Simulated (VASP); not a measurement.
# Au (Pm-3m) in VASP: notebook

Au is run at these levels: PBE; tasks: single point, relaxation of the atoms.

Program: VASP 6.6.1. These are calculated values, not measurements. Logs are shortened: lines on timing, memory, paths and dates and some standing lists are left out, and cuts for length are marked.

**1. The cell of the first run**

It takes space group Pm-3m (No. 221, cubic). The conventional cell has a = 3.982 Å, b = 3.982 Å, c = 3.982 Å, α = 90.00°, β = 90.00°, γ = 90.00°. Au (site symmetry 4/mmm) has 8 Au at 2.82 Å within 3.7 Å.

This isn't the form of Au at room conditions, which is fcc.

**2. Single point, PBE**

INCAR

```
ALGO     = Fast           # electronic algorithm
EDIFF    = 1E-7           # SCF threshold, eV
ENCUT    = 520            # plane-wave cutoff, eV
GGA      = PE             # functional
ISIF     = 2              # what is computed and relaxed
ISMEAR   = -1             # smearing method
LASPH    = True           # aspherical terms in the spheres
LCHARG   = False          # write CHGCAR
LREAL    = False          # projectors in reciprocal space
LWAVE    = False          # write WAVECAR
NBANDS   = 24             # bands
NELM     = 60             # most SCF steps
PREC     = Accurate       # precision mode
SIGMA    = 0.05           # smearing width, eV
```

KPOINTS

```
k-points
0
Gamma
  7 7 7
```

POSCAR

```
Au
1.0
    3.9819500000      0.0000000000      0.0000000000
    0.0000000000      3.9819500000      0.0000000000
    0.0000000000      0.0000000000      3.9819500000
Au
3
Direct
    0.5000000000      0.0000000000      0.0000000000
    0.0000000000      0.5000000000      0.0000000000
    0.0000000000      0.0000000000      0.5000000000
```

Potentials or basis: VASP PAW PBE potentials, release 64 (Au).

The run is started by

```console
$ cat potpaw_PBE.64/Au/POTCAR > POTCAR
$ mpirun -np 1 vasp_std > vasp.out
```

OUTCAR:

```text
EDIFF = 1E-7
   ENCUT = 520
   GGA = PE
   ISIF = 2
   ISMEAR = -1
   LASPH = True
   LREAL = False
   NELM = 60
   PREC = Accurate

 ion  position               nearest neighbor table
   1  0.500  0.000  0.000-   2 2.82   3 2.82   3 2.82   2 2.82   2 2.82   3 2.82   3 2.82   2 2.82

   2  0.000  0.500  0.000-   1 2.82   3 2.82   3 2.82   1 2.82   3 2.82   3 2.82   1 2.82   1 2.82

   3  0.000  0.000  0.500-   1 2.82   2 2.82   1 2.82   2 2.82   2 2.82   2 2.82   1 2.82   1 2.82

  LATTYP: Found a simple cubic cell.
 ALAT       =     3.9819500000

  Lattice vectors:

 A1 = (   3.9819500000,   0.0000000000,   0.0000000000)
 A2 = (   0.0000000000,   3.9819500000,   0.0000000000)
 A3 = (   0.0000000000,   0.0000000000,   3.9819500000)

Analysis of symmetry for initial positions (statically):
=====================================================================
 Subroutine PRICEL returns:
 Original cell was already a primitive cell.

 Routine SETGRP: Setting up the symmetry group for a
 simple cubic supercell.

 Subroutine GETGRP returns: Found 48 space group operations
 (whereof 48 operations were pure point group operations)
 out of a pool of 48 trial point group operations.

The static configuration has the point symmetry O_h .

Analysis of symmetry for dynamics (positions and initial velocities):
=====================================================================
 Subroutine PRICEL returns:
 Original cell was already a primitive cell.

 Routine SETGRP: Setting up the symmetry group for a
 simple cubic supercell.

 Subroutine GETGRP returns: Found 48 space group operations
 (whereof 48 operations were pure point group operations)
 out of a pool of 48 trial point group operations.

The dynamic configuration has the point symmetry O_h .

 Subroutine INISYM returns: Found 48 space group operations
 (whereof 48 operations are pure point group operations),
 and found     1 'primitive' translations

----------------------------------------------------------------------------------------

                                     Primitive cell

  volume of cell :      63.1375

  direct lattice vectors                    reciprocal lattice vectors
     3.981950000  0.000000000  0.000000000     0.251133239  0.000000000  0.000000000
     0.000000000  3.981950000  0.000000000     0.000000000  0.251133239  0.000000000
     0.000000000  0.000000000  3.981950000     0.000000000  0.000000000  0.251133239

  length of vectors
     3.981950000  3.981950000  3.981950000     0.251133239  0.251133239  0.251133239

  position of ions in fractional coordinates (direct lattice)
     0.500000000  0.000000000  0.000000000
     0.000000000  0.500000000  0.000000000
     0.000000000  0.000000000  0.500000000

  ion indices of the primitive-cell ions
   primitive index   ion index
                 1           1
                 2           2
                 3           3

----------------------------------------------------------------------------------------

 KPOINTS: k-points

Automatic generation of k-mesh.
 Grid dimensions read from file:
 generate k-points for:    7    7    7

 Generating k-lattice:

  Cartesian coordinates                     Fractional coordinates (reciprocal lattice)
     0.035876177  0.000000000  0.000000000     0.142857143  0.000000000  0.000000000
     0.000000000  0.035876177  0.000000000     0.000000000  0.142857143  0.000000000
     0.000000000  0.000000000  0.035876177     0.000000000  0.000000000  0.142857143

  Length of vectors
     0.035876177  0.035876177  0.035876177

  Shift w.r.t. Gamma in fractional coordinates (k-lattice)
     0.000000000  0.000000000  0.000000000

 Subroutine IBZKPT returns following result:
 ===========================================

 Found     20 irreducible k-points:

 Following reciprocal coordinates:
            Coordinates               Weight
  0.000000  0.000000  0.000000      1.000000
  0.142857  0.000000  0.000000      6.000000
  0.285714  0.000000  0.000000      6.000000
  0.428571  0.000000  0.000000      6.000000
  0.142857  0.142857  0.000000     12.000000
  0.285714  0.142857  0.000000     24.000000
[... 12 lines left out ...]
  0.428571  0.428571  0.285714     24.000000
  0.428571  0.428571  0.428571      8.000000
   k-points           NKPTS =     20   k-points in BZ     NKDIM =     20   number of bands    NBANDS=     24
   number of dos      NEDOS =    301   number of ions     NIONS =      3
   total plane-waves  NPLWV =  27000
   dimension x,y,z NGX =    30 NGY =   30 NGZ =   30
   dimension x,y,z NGXF=    60 NGYF=   60 NGZF=   60
   ions per type =               3
   NGX,Y,Z   is equivalent  to a cutoff of  12.52, 12.52, 12.52 a.u.
   NGXF,Y,Z  is equivalent  to a cutoff of  25.05, 25.05, 25.05 a.u.
 SYSTEM =  unknown system
   PREC   = accura    normal or accurate (medium, high low for compatibility)
   ISTART =      0    job   : 0-new  1-cont  2-samecut
   ICHARG =      2    charge: 1-file 2-atom 10-const
   ISPIN  =      1    spin polarized calculation?
   LNONCOLLINEAR =      F non collinear calculations
   LSORBIT =      F    spin-orbit coupling
   LASPH  =      T    aspherical Exc in radial PAW
   ENCUT  =  520.0 eV  38.22 Ry    6.18 a.u.   7.40  7.40  7.40*2*pi/ulx,y,z
   NELM   =     60;   NELMIN=  2; NELMDL= -5     # of ELM steps
   EDIFF  = 0.1E-06   stopping-criterion for ELM
   LREAL  =      F    real-space projection
   EDIFFG = 0.1E-05   stopping-criterion for IOM
   NSW    =      0    number of steps for IOM
   IBRION =     -1    ionic relax: 0-MD 1-quasi-New 2-CG
   NFREE  =      0    steps in history (QN), initial steepest desc. (CG)
   ISIF   =      2    stress and relaxation
   ISYM   =      2    0-nonsym 1-usesym 2-fastsym
   POTIM  = 0.5000    time-step for ionic-motion
   TEBEG  =    0.0;   TEEND  =   0.0 temperature during run
   PSTRESS=    0.0 pullay stress
   NELECT =      33.0000    total number of electrons
   NUPDOWN=      -1.0000    fix difference up-down
   EMIN   =  10.00;   EMAX   =-10.00  energy-range for DOS
   EFERMI =   0.00;   METHOD = LEGACY
   ISMEAR =    -1;   SIGMA  =   0.05  broadening in eV -4-tet -1-fermi 0-gaus
   EFERMI_NEDOS =   21; number of points for ismear=-14 and -15
   IALGO  =     68    algorithm
   IMIX   =      4    mixing-type and parameters
     AMIX     =   0.40;   BMIX     =  1.00
     AMIX_MAG =   1.60;   BMIX_MAG =  1.00
  volume/ion in A,a.u.               =      21.05       142.02
  Fermi-wavevector in a.u.,A,eV,Ry     =   1.318713  2.492007 23.660591  1.739004
  Thomas-Fermi vector in A             =   2.448663
   LORBIT       =      0    0 simple, 1 ext, 2 COOP (PROOUT), +10 PAW based schemes
   GGA     = PE    functional components
   LHFCALC =     F    Hartree Fock is set to
   AEXX    =    0.0000 exact exchange contribution
   IVDW    =     0    specifies the selected vdW correction
   LEPSILON=     F    determine dielectric tensor
   LRPA    =     F    only Hartree local field effects (RPA)
 non-spin polarized calculation
 RMM-DIIS sequential band-by-band and
  energy-cutoff  :      520.00
  volume of cell :       63.14
 maximum number of plane-waves:      1743
 NGX is ok and might be reduce to    30
   NGX = 15   NGY = 15   NGZ = 15

 number of electron      33.0000008 magnetization

 Free energy of the ion-electron system (eV)
  ---------------------------------------------------
  ext. energy  EPLUGINS =         0.00000000
  ---------------------------------------------------
  free energy    TOTEN  =        -9.42997995 eV

  energy without entropy =       -9.42402903  energy(sigma->0) =       -9.42700449

 E-fermi :   6.3056     XC(G=0): -11.2398

 val. band max:        6.2662929210   @ k =   0.4286   0.2857   0.2857
 cond. band min:       6.5547979358   @ k =   0.4286   0.4286   0.0000
 fundamental gap:      0.2885050148
 Fermi energy:         6.3056216587

 k-point     1 :       0.0000    0.0000    0.0000
  band No.  band energies     occupation
      1      -2.1948      2.00000
      2       0.2663      2.00000
      3       0.5609      2.00000
      4       0.5609      2.00000
      5       0.5609      2.00000
      6       1.0807      2.00000
[... 16 lines left out ...]
     23      18.9673      0.00000
     24      18.9728      0.00000

 k-point     2 :       0.1429    0.0000    0.0000
  band No.  band energies     occupation
      1      -1.9711      2.00000
      2       0.4120      2.00000
      3       0.6021      2.00000
      4       0.6925      2.00000
      5       0.6925      2.00000
      6       1.1140      2.00000
[... 16 lines left out ...]
     23      18.1117      0.00000
     24      18.5651      0.00000

 k-point     3 :       0.2857    0.0000    0.0000
  band No.  band energies     occupation
      1      -1.3656      2.00000
      2       0.7015      2.00000
      3       0.7558      2.00000
      4       1.0793      2.00000
      5       1.0793      2.00000
      6       1.2793      2.00000
[... 16 lines left out ...]
     23      17.4157      0.00000
     24      17.4157      0.00000

 k-point     4 :       0.4286    0.0000    0.0000
  band No.  band energies     occupation
      1      -0.6964      2.00000
      2       0.7896      2.00000
      3       0.9694      2.00000
      4       1.6739      2.00000
      5       1.6739      2.00000
      6       1.7924      2.00000
[... 16 lines left out ...]
     23      16.1849      0.00000
     24      16.1849      0.00000

 k-point     5 :       0.1429    0.1429    0.0000
  band No.  band energies     occupation
      1      -1.7560      2.00000
      2       0.5582      2.00000
      3       0.6626      2.00000
      4       0.7934      2.00000
      5       0.8046      2.00000
      6       1.2124      2.00000
[... 343 lines left out ...]
 k-point    18 :       0.4286    0.2857    0.2857
  band No.  band energies     occupation
      1      -0.0683      2.00000
      2       0.6589      2.00000
      3       0.9849      2.00000
      4       1.4576      2.00000
      5       1.8251      2.00000
      6       2.0651      2.00000
[... 16 lines left out ...]
     23      16.9841      0.00000
     24      21.2941      0.00000

 k-point    19 :       0.4286    0.4286    0.2857
  band No.  band energies     occupation
      1       0.0876      2.00000
      2       0.4192      2.00000
      3       0.5747      2.00000
      4       1.2636      2.00000
      5       2.0129      2.00000
      6       2.0563      2.00000
[... 16 lines left out ...]
     23      15.9228      0.00000
     24      21.9826      0.00000

 k-point    20 :       0.4286    0.4286    0.4286
  band No.  band energies     occupation
      1       0.0213      2.00000
      2       0.2032      2.00000
      3       0.2032      2.00000
      4       1.0359      2.00000
      5       2.0602      2.00000
      6       2.0602      2.00000
[... 16 lines left out ...]
     23      15.1231      0.00000
     24      22.4671      0.00000

------------------------ aborting loop because EDIFF is reached ----------------------------------------

  FORCE on cell =-STRESS in cart. coord.  units (eV):
  Direction    XX          YY          ZZ          XY          YZ          ZX
  --------------------------------------------------------------------------------------
  -------------------------------------------------------------------------------------
  Total       -0.0813605     -0.0813605     -0.0813605      0.0000000     -0.0000000      0.0000000
  in kB       -2.0646035     -2.0646035     -2.0646035      0.0000000     -0.0000000      0.0000000
  external PRESSURE =      -2.0646035 kB  Pullay stress =       0.0000000 kB

 VOLUME and BASIS-vectors are now :
 -----------------------------------------------------------------------------
  energy-cutoff  :      520.00
  volume of cell :       63.14
      direct lattice vectors                 reciprocal lattice vectors
     3.981950000  0.000000000  0.000000000     0.251133239  0.000000000  0.000000000
     0.000000000  3.981950000  0.000000000     0.000000000  0.251133239  0.000000000
     0.000000000  0.000000000  3.981950000     0.000000000  0.000000000  0.251133239

 POSITION                                       TOTAL-FORCE (eV/Angst)
 -----------------------------------------------------------------------------------
      1.99097      0.00000      0.00000         0.000000      0.000000      0.000000
      0.00000      1.99097      0.00000         0.000000      0.000000      0.000000
      0.00000      0.00000      1.99097         0.000000      0.000000      0.000000
 -----------------------------------------------------------------------------------
    total drift:                                0.000000      0.000000      0.000000

  FREE ENERGIE OF THE ION-ELECTRON SYSTEM (eV)
  ---------------------------------------------------
  free  energy   TOTEN  =        -9.4299799510 eV

  energy  without entropy=       -9.4240290348  energy(sigma->0) =       -9.42700449
```

It took 62 s on 1 thread of AMD EPYC 7R13, shared host; peak memory 0.14 GiB.

Results:

```yaml
Free_energy: -9.4300 eV
Pressure: -0.2 GPa
Band_gap_on_the_k_mesh: zero (an odd number of electrons rules out a gap without spin polarisation)
```

Caveat: spin-orbit coupling is left out, which moves the levels of the heavy elements.

**3. Relaxation of the atoms, PBE**

INCAR

```
PREC = Accurate
ENCUT = 520
EDIFF = 1E-7
ISMEAR = -1
SIGMA = 0.05
LREAL = F
LASPH = T
NELM = 80
ALGO = Fast
ISIF = 2
LWAVE = F
LCHARG = F
GGA = PE
IBRION = 2
NSW = 60
EDIFFG = -0.01
```

KPOINTS

```
Automatic mesh
0
Gamma
  7 7 7
```

POSCAR is that of step 2.

Potentials or basis: VASP PAW PBE potentials, release 64 (Au).

The run is started by

```console
$ cat potpaw_PBE.64/Au/POTCAR > POTCAR
$ mpirun -np 1 vasp_std > vasp.out
```

Wall time 51 s (1 thread of AMD EPYC 7R13, shared host); peak memory 0.14 GiB.

It converged, with:

```yaml
Free_energy: -9.4300 eV
Pressure_after_relaxing: -0.2 GPa
Band_gap_on_the_k_mesh: zero (an odd number of electrons rules out a gap without spin polarisation)
```

Final structure:
```
Au
1.0
     3.98195    0.00000    0.00000
     0.00000    3.98195    0.00000
     0.00000    0.00000    3.98195
Au
3
Direct
  0.50000 0.00000 0.00000
  0.00000 0.50000 0.00000
  0.00000 0.00000 0.50000
```

Levels at points of the mesh, in eV from the Fermi level:
| k point | band 13 | band 14 | band 15 | band 16 | band 17 | band 18 | band 19 | band 20 |
| --- | --- | --- | --- | --- | --- | --- | --- | --- |
| (0.00, 0.00, 0.00) | -1.17 | -0.87 | -0.87 | -0.87 | 3.10 | 3.10 | 3.10 | 6.71 |

Caveat: the relaxation stopped at its first step, so nothing moved; spin-orbit coupling is left out, which moves the levels of the heavy elements.
